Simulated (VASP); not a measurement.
**HfO2: single point with r2SCAN**

The system is HfO2.

```xyz
6
Lattice="3.6028 0.0000 0.0000 0.0000 3.6028 0.0000 0.0000 0.0000 5.2022" Properties=species:S:1:pos:R:3 pbc="T T T"
Hf    1.8014    1.8014    2.6011
Hf    0.0000    0.0000    0.0000
O     0.0000    1.8014    3.6120
O     1.8014    0.0000    4.1913
O     1.8014    0.0000    1.5902
O     0.0000    1.8014    1.0109
```

This cell differs from its parent crystal: biaxial xy strain +0.7%.

```
Program                : VASP 6.6.1
Task                   : single point
Functional             : r2SCAN
Potentials or basis    : VASP PAW PBE potentials, release 64 (Hf_pv, O)
Cutoff                 : 520 eV
k mesh                 : 8 × 8 × 6
Occupations            : gaussian, width 0.01 eV
Spin                   : no spin polarisation
Dipole correction      : no
Further INCAR settings : ALGO = Normal; EDIFF = 1e-06; NBANDS = 31
```

```yaml
Pressure: -6.8 GPa
Largest_force: 0.066 eV/Å
Band_gap_on_the_k_mesh: 5.15 eV (least direct gap 5.26 eV)
```

Forces in eV/Å, atoms in the order of the input:
```
Hf   0.000  0.000  0.000
Hf   0.000  0.000  0.000
O    0.000  0.000 -0.066
O    0.000  0.000  0.066
O    0.000  0.000  0.066
O    0.000  0.000 -0.066
```

Stress tensor (GPa, compression positive):
```
-8.11  0.00  0.00
 0.00 -8.11  0.00
 0.00  0.00 -4.19
```

Levels at points of the mesh, in eV from the valence-band top:
| k point | band 19 | band 20 | band 21 | band 22 | band 23 | band 24 | band 25 | band 26 |
| --- | --- | --- | --- | --- | --- | --- | --- | --- |
| (0.00, 0.00, 0.00) | -0.69 | -0.13 | -0.13 | -0.11 | 5.15 | 5.17 | 6.36 | 6.54 |
| (0.50, 0.00, 0.00) | -1.47 | -1.47 | -0.12 | -0.12 | 5.49 | 5.49 | 6.54 | 6.54 |
| (0.50, 0.50, 0.00) | -0.68 | -0.68 | -0.65 | -0.65 | 6.18 | 6.18 | 6.56 | 6.56 |
| (0.00, 0.00, 0.50) | -0.76 | -0.76 | -0.05 | -0.05 | 5.78 | 5.78 | 6.14 | 6.14 |
| (0.50, 0.00, 0.50) | -1.45 | -1.45 | -0.97 | -0.97 | 5.63 | 5.63 | 6.07 | 6.07 |
| (0.50, 0.50, 0.50) | -1.54 | -1.54 | -0.14 | -0.14 | 6.28 | 6.28 | 6.79 | 6.79 |

It took 7.9 min on 1 thread of Intel Xeon 8259CL, on a shared host, peak memory 0.25 GiB.

Caveat: the cell differs from its parent crystal (biaxial xy strain +0.7%); the cell stands under tension; the PAW data sets were made with another functional, which shifts forces and pressure a little; spin-orbit coupling is left out, which moves the levels of the heavy elements. A k mesh can miss the band edges.
